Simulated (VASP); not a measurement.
Write the native input for VASP 6.6.1 that does the following.

| Property | Result |
| --- | --- |
| Task | single point |
| Functional | PBE |
| Potentials or basis | VASP PAW PBE potentials, release 64 (Cd, S) |
| Cutoff | 520 eV |
| k mesh | 14 × 14 × 14 |
| Occupations | fermi-dirac, width 0.05 eV |
| Spin | no spin polarisation |
| Dipole correction | no |
| Further INCAR settings | ALGO = Normal; EDIFF = 1e-06; NBANDS = 16 |

The structure of CdS (CsCl type) lies in POSCAR:

```
CdS
1.0
    3.4101975917      0.0000000000      0.0000000000
    0.0000000000      3.4101975917      0.0000000000
    0.0000000000      0.0000000000      3.4101975917
Cd S
1 1
Direct
    0.0000000000      0.0000000000      0.0000000000
    0.5000000000      0.5000000000      0.5000000000
```

These files were run (other wordings do the same):

INCAR

```
PREC = Accurate
ENCUT = 520
EDIFF = 1E-6
ISMEAR = -1
SIGMA = 0.05
LREAL = F
LASPH = T
NELM = 80
ALGO = Normal
ISIF = 2
LWAVE = F
LCHARG = F
GGA = PE
NBANDS = 16
```

KPOINTS

```
regular mesh
0
Gamma
  14 14 14
```

Potentials or basis: VASP PAW PBE potentials, release 64 (Cd, S).

The run is started by

```console
$ cat potpaw_PBE.64/Cd/POTCAR potpaw_PBE.64/S/POTCAR > POTCAR
$ mpirun -np 1 vasp_std > vasp.out
```

It gave:

The pressure is 0.3 GPa and the band gap on the k mesh is zero (band 9 reaches 3.85 eV, above the bottom of band 10 at 2.79 eV).

Wall time 34 s on 1 thread of Intel(R) Xeon(R) Platinum 8488C (Sapphire Rapids), with other jobs on the host, peak memory 0.21 GiB.
